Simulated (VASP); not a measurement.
# NaF (P1) in VASP: single point with r2SCAN

Aim: the single point of NaF with r2SCAN.

Program: VASP 6.6.1. These are calculated values, not measurements. Logs are shortened: lines on timing, memory, paths and dates and some standing lists are left out, and cuts for length are marked.

**1. The cell of the first run**

The typed cell holds 4 atoms: a = 5.529 Å, b = 3.223 Å, c = 3.209 Å, α = 59.67°, β = 73.36°, γ = 90.37°.

**2. Single point, r2SCAN**

Input file POSCAR:

```
NaF
1.0
   -2.2649820900      4.5192561700      2.2394577800
    2.2886528700     -0.0030441000      2.2692167500
    2.2772437500      2.2615769100      0.0083650100
Na F
2 2
Direct
    0.0037950000      0.9482410000      0.0111120000
    0.4942090000      0.4699560000      0.0328810000
    0.2442630000      0.7367510000      0.5060190000
    0.7649830000      0.2239810000      0.4821150000
```

Input file INCAR.step1:

```
PREC = Accurate
ENCUT = 520
ISMEAR = 0
SIGMA = 0.0333
LREAL = False
LASPH = True
NELM = 100
NBANDS = 22
GGA = PE
ALGO = Normal
EDIFF = 1E-4
LWAVE = True
LCHARG = False
```

Input file INCAR.step2:

```
PREC = Accurate
ENCUT = 520
EDIFF = 1E-7
ISMEAR = 0
SIGMA = 0.0333
LREAL = False
LASPH = True
NELM = 100
ALGO = Normal
ISIF = 2
LWAVE = False
LCHARG = False
METAGGA = R2SCAN
LMIXTAU = True
NBANDS = 22
ISTART = 1
```

Input file KPOINTS:

```
Automatic mesh
0
Gamma
  4 7 7
  0 0.5 0
```

Potentials or basis: VASP PAW PBE potentials, release 64 (Na_pv, F).

Started as:

```sh
$ cat potpaw_PBE.64/Na_pv/POTCAR potpaw_PBE.64/F/POTCAR > POTCAR
$ cp INCAR.step1 INCAR
$ mpirun -np 1 vasp_std > vasp.out
$ cp INCAR.step2 INCAR
$ mpirun -np 1 vasp_std > vasp.out
```

OUTCAR:

```text
PREC = Accurate
   ENCUT = 520
   EDIFF = 1E-7
   ISMEAR = 0
   LREAL = False
   LASPH = True
   NELM = 100
   ISIF = 2
   METAGGA = R2SCAN
   ISTART = 1

 ion  position               nearest neighbor table
   1  0.004  0.948  0.011-   4 2.17   3 2.18   3 2.21   4 2.25   4 2.28   3 2.33
   2  0.494  0.470  0.033-   3 2.22   4 2.25   3 2.26   4 2.32   3 2.32
   3  0.244  0.737  0.506-   1 2.18   1 2.21   2 2.22   2 2.26   2 2.32   1 2.33
   4  0.765  0.224  0.482-   1 2.17   2 2.25   1 2.25   1 2.28   2 2.32

  LATTYP: Found a triclinic cell.
 ALAT       =     3.2000139183
 B/A-ratio  =     1.0071616371
 C/A-ratio  =     1.7277809736
 COS(alpha) =     0.0064929300
 COS(beta)  =     0.2937472603
 COS(gamma) =     0.5006453187

  Lattice vectors:

 A1 = (  -0.0114091200,   2.2646210100,  -2.2608517400)
 A2 = (  -2.2886528700,   0.0030441000,  -2.2692167500)
 A3 = (  -2.2649820900,   4.5192561700,   2.2394577800)

Analysis of symmetry for initial positions (statically):
=====================================================================
 Subroutine PRICEL returns:
 Original cell was already a primitive cell.

 Routine SETGRP: Setting up the symmetry group for a
 triclinic supercell.

 Subroutine GETGRP returns: Found  1 space group operations
 (whereof  1 operations were pure point group operations)
 out of a pool of  2 trial point group operations.

The static configuration has the point symmetry C_1 .

Analysis of symmetry for dynamics (positions and initial velocities):
=====================================================================
 Subroutine PRICEL returns:
 Original cell was already a primitive cell.

 Routine SETGRP: Setting up the symmetry group for a
 triclinic supercell.

 Subroutine GETGRP returns: Found  1 space group operations
 (whereof  1 operations were pure point group operations)
 out of a pool of  2 trial point group operations.

The dynamic configuration has the point symmetry C_1 .

 Subroutine INISYM returns: Found  1 space group operations
 (whereof  1 operations are pure point group operations),
 and found     1 'primitive' translations

----------------------------------------------------------------------------------------

                                     Primitive cell

  volume of cell :      46.4978

  direct lattice vectors                    reciprocal lattice vectors
    -2.264982090  4.519256170  2.239457780    -0.110371421  0.110723725  0.111465299
     2.288652870 -0.003044100  2.269216750     0.108110428 -0.110085476  0.331496604
     2.277243750  2.261576910  0.008365010     0.220698143  0.220764551 -0.222292299

  length of vectors
     5.528923163  3.222931257  3.209460888     0.192005486  0.365645560  0.383221246

  position of ions in fractional coordinates (direct lattice)
     0.003795000  0.948241000  0.011112000
     0.494209000  0.469956000  0.032881000
     0.244263000  0.736751000  0.506019000
     0.764983000  0.223981000  0.482115000

  ion indices of the primitive-cell ions
   primitive index   ion index
                 1           1
                 2           2
                 3           3
                 4           4

----------------------------------------------------------------------------------------

 KPOINTS: Automatic mesh

Automatic generation of k-mesh.
 Grid dimensions read from file:
 generate k-points for:    4    7    7

 Generating k-lattice:

  Cartesian coordinates                     Fractional coordinates (reciprocal lattice)
    -0.027592855  0.027680931  0.027866325     0.250000000 -0.000000000 -0.000000000
     0.015444347 -0.015726497  0.047356658     0.000000000  0.142857143 -0.000000000
     0.031528306  0.031537793 -0.031756043    -0.000000000  0.000000000  0.142857143

  Length of vectors
     0.048001372  0.052235080  0.054745892

  Shift w.r.t. Gamma in fractional coordinates (k-lattice)
     0.000000000  0.500000000  0.000000000

 Subroutine IBZKPT returns following result:
 ===========================================

 Found     99 irreducible k-points:

 Following reciprocal coordinates:
            Coordinates               Weight
 -0.000000  0.071429  0.000000      2.000000
  0.250000  0.071429  0.000000      2.000000
  0.500000  0.071429  0.000000      2.000000
 -0.250000  0.071429 -0.000000      2.000000
  0.000000  0.214286 -0.000000      2.000000
  0.250000  0.214286 -0.000000      2.000000
[... 16 lines left out ...]
 -0.250000  0.214286  0.142857      2.000000
  0.000000  0.357143  0.142857      2.000000
 [... further k-points ...]
   k-points           NKPTS =     99   k-points in BZ     NKDIM =     99   number of bands    NBANDS=     22
   number of dos      NEDOS =    301   number of ions     NIONS =      4
   total plane-waves  NPLWV =  24192
   dimension x,y,z NGX =    42 NGY =   24 NGZ =   24
   dimension x,y,z NGXF=    84 NGYF=   48 NGZF=   48
   ions per type =               2   2
   NGX,Y,Z   is equivalent  to a cutoff of  12.63, 12.38, 12.43 a.u.
   NGXF,Y,Z  is equivalent  to a cutoff of  25.26, 24.76, 24.86 a.u.
 SYSTEM =  unknown system
   PREC   = accura    normal or accurate (medium, high low for compatibility)
   ISTART =      1    job   : 0-new  1-cont  2-samecut
   ICHARG =      0    charge: 1-file 2-atom 10-const
   ISPIN  =      1    spin polarized calculation?
   LNONCOLLINEAR =      F non collinear calculations
   LSORBIT =      F    spin-orbit coupling
   LASPH  =      T    aspherical Exc in radial PAW
   ENCUT  =  520.0 eV  38.22 Ry    6.18 a.u.  10.28  5.99  5.97*2*pi/ulx,y,z
   NELM   =    100;   NELMIN=  2; NELMDL=  0     # of ELM steps
   EDIFF  = 0.1E-06   stopping-criterion for ELM
   LREAL  =      F    real-space projection
   EDIFFG = 0.1E-05   stopping-criterion for IOM
   NSW    =      0    number of steps for IOM
   IBRION =     -1    ionic relax: 0-MD 1-quasi-New 2-CG
   NFREE  =      0    steps in history (QN), initial steepest desc. (CG)
   ISIF   =      2    stress and relaxation
   ISYM   =      2    0-nonsym 1-usesym 2-fastsym
   POTIM  = 0.5000    time-step for ionic-motion
   TEBEG  =    0.0;   TEEND  =   0.0 temperature during run
   PSTRESS=    0.0 pullay stress
   NELECT =      28.0000    total number of electrons
   NUPDOWN=      -1.0000    fix difference up-down
   EMIN   =  10.00;   EMAX   =-10.00  energy-range for DOS
   EFERMI =   0.00;   METHOD = LEGACY
   ISMEAR =     0;   SIGMA  =   0.03  broadening in eV -4-tet -1-fermi 0-gaus
   EFERMI_NEDOS =   21; number of points for ismear=-14 and -15
   IALGO  =     38    algorithm
   IMIX   =      4    mixing-type and parameters
     AMIX     =   0.40;   BMIX     =  1.00
     AMIX_MAG =   1.60;   BMIX_MAG =  1.00
  volume/ion in A,a.u.               =      11.62        78.45
  Fermi-wavevector in a.u.,A,eV,Ry     =   1.382451  2.612454 26.003074  1.911172
  Thomas-Fermi vector in A             =   2.507141
   LORBIT       =      0    0 simple, 1 ext, 2 COOP (PROOUT), +10 PAW based schemes
   METAGGA = R2SCAN    functional components
   LHFCALC =     F    Hartree Fock is set to
   AEXX    =    0.0000 exact exchange contribution
   IVDW    =     0    specifies the selected vdW correction
   LEPSILON=     F    determine dielectric tensor
   LRPA    =     F    only Hartree local field effects (RPA)
 non-spin polarized calculation
 Gauss-broadening in eV      SIGMA  =   0.03
  energy-cutoff  :      520.00
  volume of cell :       46.50
 maximum number of plane-waves:      1270
 NGX is ok and might be reduce to    42
   NGX = 21   NGY = 11   NGZ = 11

 number of electron      28.0000003 magnetization

 Free energy of the ion-electron system (eV)
  ---------------------------------------------------
  ext. energy  EPLUGINS =         0.00000000
  ---------------------------------------------------
  free energy    TOTEN  =       -25.13620519 eV

  energy without entropy =      -25.13620519  energy(sigma->0) =      -25.13620519

 E-fermi :  -2.2219     XC(G=0): -10.1360

 val. band max:       -2.3829314149   @ k =  -0.0000   0.0714   0.0000
 cond. band min:       5.2863685701   @ k =  -0.0000   0.0714   0.0000
 fundamental gap:      7.6692999850
 Fermi energy:        -2.2218769000

 k-point     1 :      -0.0000    0.0714    0.0000
  band No.  band energies     occupation
      1     -23.2320      2.00000
      2     -22.8391      2.00000
      3     -21.9560      2.00000
      4     -21.9278      2.00000
      5     -21.7841      2.00000
      6     -21.5007      2.00000
[... 14 lines left out ...]
     21      18.9750      0.00000
     22      19.7168      0.00000

 k-point     2 :       0.2500    0.0714    0.0000
  band No.  band energies     occupation
      1     -23.2007      2.00000
      2     -22.8982      2.00000
      3     -21.9561      2.00000
      4     -21.9347      2.00000
      5     -21.7153      2.00000
      6     -21.5006      2.00000
[... 14 lines left out ...]
     21      18.8333      0.00000
     22      19.7354      0.00000

 k-point     3 :       0.5000    0.0714    0.0000
  band No.  band energies     occupation
      1     -23.1687      2.00000
      2     -22.9502      2.00000
      3     -21.9562      2.00000
      4     -21.9370      2.00000
      5     -21.6651      2.00000
      6     -21.5005      2.00000
[... 14 lines left out ...]
     21      18.9949      0.00000
     22      19.1302      0.00000
[... 476 lines left out ...]
 k-point    23 :      -0.2500    0.2143    0.1429
  band No.  band energies     occupation
      1     -23.1578      2.00000
      2     -22.9111      2.00000
      3     -21.9633      2.00000
      4     -21.9185      2.00000
      5     -21.7864      2.00000
      6     -21.5152      2.00000
[... 14 lines left out ...]
     21      18.6491      0.00000
     22      19.6599      0.00000

 k-point    24 :       0.0000    0.3571    0.1429
  band No.  band energies     occupation
      1     -23.1288      2.00000
      2     -22.8699      2.00000
      3     -21.9872      2.00000
      4     -21.9115      2.00000
      5     -21.8321      2.00000
      6     -21.5396      2.00000
[... 14 lines left out ...]
     21      17.9379      0.00000
     22      19.8398      0.00000

 [... further k-points ...]

------------------------ aborting loop because EDIFF is reached ----------------------------------------

  FORCE on cell =-STRESS in cart. coord.  units (eV):
  Direction    XX          YY          ZZ          XY          YZ          ZX
  --------------------------------------------------------------------------------------
  -------------------------------------------------------------------------------------
  Total        0.6781148      0.6500814      0.8607082     -0.0108906      0.0235197     -0.0892277
  in kB       23.3658150     22.3998687     29.6574413     -0.3752580      0.8104196     -3.0745212
  external PRESSURE =      25.1410416 kB  Pullay stress =       0.0000000 kB

 VOLUME and BASIS-vectors are now :
 -----------------------------------------------------------------------------
  energy-cutoff  :      520.00
  volume of cell :       46.50
      direct lattice vectors                 reciprocal lattice vectors
    -2.264982090  4.519256170  2.239457780    -0.110371421  0.110723725  0.111465299
     2.288652870 -0.003044100  2.269216750     0.108110428 -0.110085476  0.331496604
     2.277243750  2.261576910  0.008365010     0.220698143  0.220764551 -0.222292299

 POSITION                                       TOTAL-FORCE (eV/Angst)
 -----------------------------------------------------------------------------------
      2.18690      0.03939      2.16036         0.256519     -0.210595      0.190375
      0.03107      2.30639      2.17347        -0.266191     -0.043180      0.230423
      2.28524      2.24605      2.22310        -0.328869      0.319987     -0.026694
     -0.12216      4.54681      2.22544         0.338540     -0.066211     -0.394104
 -----------------------------------------------------------------------------------
    total drift:                                0.004346     -0.031251     -0.001516

  FREE ENERGIE OF THE ION-ELECTRON SYSTEM (eV)
  ---------------------------------------------------
  free  energy   TOTEN  =       -25.1362051910 eV

  energy  without entropy=      -25.1362051910  energy(sigma->0) =      -25.13620519
```

It took 3.7 min on 1 thread of Intel Xeon Platinum 8259CL at 2.50GHz (Skylake/Cascade Lake), shared host; peak memory 0.21 GiB.

Results:

| Property | Result |
| --- | --- |
| Free energy | -25.1362 eV |
| Pressure | 2.5 GPa |
| Largest force | 0.524 eV/Å |
| Band gap on the k mesh | 7.67 eV |

Forces in eV/Å, atoms in the order of the input:
```
Na   0.257 -0.211  0.190
Na  -0.266 -0.043  0.230
F   -0.329  0.320 -0.027
F    0.339 -0.066 -0.394
```

Caveat: the PAW data sets were made with another functional, which shifts forces and pressure a little; a shifted mesh leaves out Γ, where band edges can lie. A k mesh can miss the band edges.
